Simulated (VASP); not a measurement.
# CuO2 (Pmmm) in VASP: single point with PBE+U

Aim: the single point of CuO2 with PBE+U.

Everything below comes from runs of VASP 6.6.1. Logs are shortened: lines on timing, memory, paths and dates and some standing lists are left out, and cuts for length are marked.

## 1. The cell of the first run

Symmetry: Pmmm, No. 47, orthorhombic system. The conventional cell has a = 2.421 Å, b = 6.446 Å, c = 7.067 Å, α = 90.00°, β = 90.00°, γ = 90.00°. Cu (site symmetry mmm) has 2 Cu at 2.42 Å and 2 O at 2.91 Å within 3.2 Å. Within 1.7 Å of O (site symmetry mm2) lie 1 O at 1.24 Å.

## 2. Single point, PBE+U

INCAR

```
  PREC = Accurate
  ENCUT = 520
  EDIFF = 1E-6
  ISMEAR = 0
  SIGMA = 0.05
  LREAL = F
  LASPH = T
  NELM = 150
  ALGO = Normal
  ISIF = 2
  LWAVE = F
  LCHARG = F
  LMAXMIX = 4
  LDAU = T
  LDAUTYPE = 2
  LDAUL = 2 -1
  LDAUU = 4 0
  LDAUJ = 0 0
  LDAUPRINT = 1
  GGA = PE
  NBANDS = 18
```

KPOINTS

```
regular mesh
0
Gamma
  18 8 6
```

POSCAR

```
CuO2
1.0
    2.4212910000      0.0000000000      0.0000000000
    0.0000000000      6.4459520000      0.0000000000
    0.0000000000      0.0000000000      7.0670430000
Cu O
1 2
Direct
    0.0000000000      0.5000000000      0.0000000000
    0.0000000000      0.5000000000      0.4124350000
    0.0000000000      0.5000000000      0.5875650000
```

Potentials or basis: VASP PAW PBE potentials, release 64 (Cu, O).

Started as:

```console
cat potpaw_PBE.64/Cu/POTCAR potpaw_PBE.64/O/POTCAR > POTCAR
mpirun -np 1 vasp_std > vasp.out
```

OUTCAR:

```text
PREC = Accurate
   ENCUT = 520
   EDIFF = 1E-6
   ISMEAR = 0
   LREAL = F
   LASPH = T
   NELM = 150
   ISIF = 2
   GGA = PE

 ion  position               nearest neighbor table
   1  0.000  0.500  0.000-
   2  0.000  0.500  0.412-   3 1.24
   3  0.000  0.500  0.588-   2 1.24

  LATTYP: Found a simple orthorhombic cell.
 ALAT       =     2.4212910000
 B/A-ratio  =     2.6621963242
 C/A-ratio  =     2.9187086558

  Lattice vectors:

 A1 = (   2.4212910000,   0.0000000000,   0.0000000000)
 A2 = (   0.0000000000,   6.4459520000,   0.0000000000)
 A3 = (   0.0000000000,   0.0000000000,   7.0670430000)

Analysis of symmetry for initial positions (statically):
=====================================================================
 Subroutine PRICEL returns:
 Original cell was already a primitive cell.

 Routine SETGRP: Setting up the symmetry group for a
 simple orthorhombic supercell.

 Subroutine GETGRP returns: Found  8 space group operations
 (whereof  8 operations were pure point group operations)
 out of a pool of  8 trial point group operations.

The static configuration has the point symmetry D_2h.

Analysis of symmetry for dynamics (positions and initial velocities):
=====================================================================
 Subroutine PRICEL returns:
 Original cell was already a primitive cell.

 Routine SETGRP: Setting up the symmetry group for a
 simple orthorhombic supercell.

 Subroutine GETGRP returns: Found  8 space group operations
 (whereof  8 operations were pure point group operations)
 out of a pool of  8 trial point group operations.

The dynamic configuration has the point symmetry D_2h.

 Subroutine INISYM returns: Found  8 space group operations
 (whereof  8 operations are pure point group operations),
 and found     1 'primitive' translations

----------------------------------------------------------------------------------------

                                     Primitive cell

  volume of cell :     110.2991

  direct lattice vectors                    reciprocal lattice vectors
[... 128 lines left out ...]
 maximum number of plane-waves:      3020
   NGX =  9   NGY = 23   NGZ = 27

atom =   1  type =  1  l = 2

 onsite density matrix

spin component  1

  0.9471  0.0000 -0.0000  0.0000  0.0000
  0.0000  0.9553  0.0000 -0.0000  0.0000
 -0.0000  0.0000  0.9525  0.0000  0.0097
  0.0000 -0.0000  0.0000  0.9487  0.0000
  0.0000  0.0000  0.0097  0.0000  0.9414

spin component  2

  0.9471  0.0000 -0.0000  0.0000  0.0000
  0.0000  0.9553  0.0000 -0.0000  0.0000
 -0.0000  0.0000  0.9525  0.0000  0.0097
  0.0000 -0.0000  0.0000  0.9487  0.0000
  0.0000  0.0000  0.0097  0.0000  0.9414

 occupancies and eigenvectors

  o =  0.9358  v =  0.0000  0.0000 -0.5004  0.0000  0.8658  0.0000  0.0000  0.0000  0.0000  0.0000      0.0000  0.0000  0.0000  0.0000  0.0000  0.0000  0.0000  0.0000  0.0000  0.0000
  o =  0.9358  v =  0.0000  0.0000  0.0000  0.0000  0.0000  0.0000  0.0000 -0.5004  0.0000  0.8658      0.0000  0.0000  0.0000  0.0000  0.0000  0.0000  0.0000  0.0000  0.0000  0.0000
  o =  0.9471  v =  1.0000  0.0000  0.0000  0.0000  0.0000  0.0000  0.0000  0.0000  0.0000  0.0000      0.0000  0.0000  0.0000  0.0000  0.0000  0.0000  0.0000  0.0000  0.0000  0.0000
  o =  0.9471  v =  0.0000  0.0000  0.0000  0.0000  0.0000  1.0000  0.0000  0.0000  0.0000  0.0000      0.0000  0.0000  0.0000  0.0000  0.0000  0.0000  0.0000  0.0000  0.0000  0.0000
  o =  0.9487  v =  0.0000  0.0000  0.0000 -1.0000  0.0000  0.0000  0.0000  0.0000  0.0000  0.0000      0.0000  0.0000  0.0000  0.0000  0.0000  0.0000  0.0000  0.0000  0.0000  0.0000
  o =  0.9487  v =  0.0000  0.0000  0.0000  0.0000  0.0000  0.0000  0.0000  0.0000 -1.0000  0.0000      0.0000  0.0000  0.0000  0.0000  0.0000  0.0000  0.0000  0.0000  0.0000  0.0000
  o =  0.9553  v =  0.0000  0.0000  0.0000  0.0000  0.0000  0.0000  1.0000  0.0000  0.0000  0.0000      0.0000  0.0000  0.0000  0.0000  0.0000  0.0000  0.0000  0.0000  0.0000  0.0000
  o =  0.9553  v =  0.0000  1.0000  0.0000  0.0000  0.0000  0.0000  0.0000  0.0000  0.0000  0.0000      0.0000  0.0000  0.0000  0.0000  0.0000  0.0000  0.0000  0.0000  0.0000  0.0000
  o =  0.9581  v =  0.0000  0.0000  0.0000  0.0000  0.0000  0.0000  0.0000 -0.8658  0.0000 -0.5004      0.0000  0.0000  0.0000  0.0000  0.0000  0.0000  0.0000  0.0000  0.0000  0.0000
  o =  0.9581  v =  0.0000  0.0000 -0.8658  0.0000 -0.5004  0.0000  0.0000  0.0000  0.0000  0.0000      0.0000  0.0000  0.0000  0.0000  0.0000  0.0000  0.0000  0.0000  0.0000  0.0000

 number of electron      22.9999997 magnetization

 Free energy of the ion-electron system (eV)
  ---------------------------------------------------
  ext. energy  EPLUGINS =         0.00000000
  ---------------------------------------------------
  free energy    TOTEN  =       -10.12274596 eV

  energy without entropy =      -10.11939720  energy(sigma->0) =      -10.12107158

 E-fermi :  -2.9495     XC(G=0):  -5.0657

 val. band max:       -2.9535350940   @ k =   0.2778   0.0000   0.3333
 cond. band min:      -2.9427939631   @ k =   0.2778   0.5000   0.1667
 fundamental gap:      0.0107411309
 Fermi energy:        -2.9494887772

 k-point     1 :       0.0000    0.0000    0.0000
  band No.  band energies     occupation
      1     -29.2231      2.00000
      2     -17.4313      2.00000
      3     -10.5941      2.00000
      4      -9.8147      2.00000
      5      -7.4785      2.00000
      6      -6.0212      2.00000
[... 481 lines left out ...]
      5      -8.3748      2.00000
      6      -5.3377      2.00000
[... 10 lines left out ...]
     17       5.5094      0.00000
     18       5.8514      0.00000

 [... further k-points ...]
[... 5 lines left out ...]
  --------------------------------------------------------------------------------------
  -------------------------------------------------------------------------------------
  Total       -1.7339057     -0.0720447      0.5288805     -0.0000000      0.0000000      0.0000000
  in kB      -25.1862945     -1.0465040      7.6823904     -0.0000000      0.0000000      0.0000000
  external PRESSURE =      -6.1834694 kB  Pullay stress =       0.0000000 kB

 VOLUME and BASIS-vectors are now :
 -----------------------------------------------------------------------------
  energy-cutoff  :      520.00
  volume of cell :      110.30
      direct lattice vectors                 reciprocal lattice vectors
     2.421291000  0.000000000  0.000000000     0.413002815  0.000000000  0.000000000
     0.000000000  6.445952000  0.000000000     0.000000000  0.155136123  0.000000000
     0.000000000  0.000000000  7.067043000     0.000000000  0.000000000  0.141501898

 POSITION                                       TOTAL-FORCE (eV/Angst)
 -----------------------------------------------------------------------------------
      0.00000      3.22298      0.00000         0.000000      0.000000      0.000000
      0.00000      3.22298      2.91470         0.000000      0.000000     -0.453274
      0.00000      3.22298      4.15235         0.000000      0.000000      0.453274
 -----------------------------------------------------------------------------------
    total drift:                                0.000000      0.000000      0.000000

  FREE ENERGIE OF THE ION-ELECTRON SYSTEM (eV)
  ---------------------------------------------------
  free  energy   TOTEN  =       -10.1227459620 eV

  energy  without entropy=      -10.1193971950  energy(sigma->0) =      -10.12107158
```

It took 5.6 min on 1 thread of Intel Xeon Platinum 8559C (Emerald Rapids), shared host; peak memory 0.48 GiB.

Results:

* Free energy: -10.1227 eV
* Pressure: -0.6 GPa
* Largest force: 0.453 eV/Å

Forces in eV/Å, atoms in the order of the input:
```
Cu   0.000  0.000  0.000
O    0.000  0.000 -0.453
O    0.000  0.000  0.453
```

Eigenvalues of the final occupation matrices:
```
    site  spin  trace               eigenvalues
site 1 d     1   4.75  0.94 0.95 0.95 0.96 0.96
site 1 d     2   4.75  0.94 0.95 0.95 0.96 0.96
```

Caveat: the standard files for N, O and F lose accuracy on very short bonds; an odd number of electrons without spin polarisation forces a metal; a magnetic or distorted state may lie lower; U without spin polarisation on a metal has little footing.
